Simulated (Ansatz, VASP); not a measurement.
## MgO: VASP beside Ansatz

The input INCAR:

```
SYSTEM = MgO
PREC = Accurate ; ENCUT = 520
EDIFF = 1E-6 ; ISMEAR = 0
SIGMA = 0.05 ; LREAL = .False.
LASPH = .True. ; NELM = 60
ALGO = Normal ; ISIF = 2
LWAVE = .False. ; LCHARG = .False.
GGA = PE ; NBANDS = 16
```

File KPOINTS:

```
regular mesh
0
Gamma
  9 9 6
  0 0 0
```

Contents of POSCAR:

```
MgO
1.0
    3.5190299231      0.0000000000      0.0000000000
   -1.7595149616      3.0475693100      0.0000000000
    0.0000000000      0.0000000000      3.9733366861
Mg O
2 2
Direct
    0.6666666667      0.3333333333      0.7500000000
    0.3333333333      0.6666666667      0.2500000000
    0.6666666667      0.3333333333      0.2500000000
    0.3333333333      0.6666666667      0.7500000000
```

Input for Ansatz:

```yaml
crystal:
  lattice:
    - [3.5190299231, 0.0, 0.0]
    - [-1.7595149616, 3.04756931, 0.0]
    - [0.0, 0.0, 3.9733366861]
  atoms:
    - { symbol: Mg, position: [0.6666666667, 0.3333333333, 0.75] }
    - { symbol: Mg, position: [0.3333333333, 0.6666666667, 0.25] }
    - { symbol: O, position: [0.6666666667, 0.3333333333, 0.25] }
    - { symbol: O, position: [0.3333333333, 0.6666666667, 0.75] }
basis:
  ecutwfc: 520.0
kpoints:
  mp_grid: { grid: [9, 9, 6] }
hamiltonian:
  xc: pbe
  pseudopotentials: { kind: paw, azcp: { folder: soft_1 } }
scf:
  occupations: { method: gaussian, width: 0.05 }
output:
  forces: true
  stress: true
  eigenvalues: true
```

Alike in both runs: task single point; functional PBE; k mesh 9 × 9 × 6; occupations gaussian, width 0.05 eV; no spin polarisation.

|  | VASP | Ansatz |
| --- | --- | --- |
| version | VASP 6.6.1 | Ansatz 0.2.0 |
| potentials or method | VASP PAW PBE potentials, release 64 (Mg, O), cutoff 520 eV | scalar-relativistic, plane waves, PAW |
| valence electrons in the cell | 16 | 32 |

Ansatz gave:

| Property | Result |
| --- | --- |
| gap on the k mesh at the Fermi level (eV) | 3.68 |
| least direct gap on the mesh (eV) | 3.68 |
| pressure (GPa) | 11.1 |
| traceless stress, the component that is largest in VASP (GPa) | 10.97 |

Problem. Which values does VASP return?

Solution. gap on the k mesh at the Fermi level (eV): 3.66; least direct gap on the mesh (eV): 3.66; pressure (GPa): 10.4; traceless stress, the component that is largest in VASP (GPa): 10.95.

With one functional, cell and mesh, what is left measures potentials, basis and numerics. VASP's potentials hold 16 valence electrons a cell and Ansatz's 32, so a difference there can come from the potentials and not from the codes.
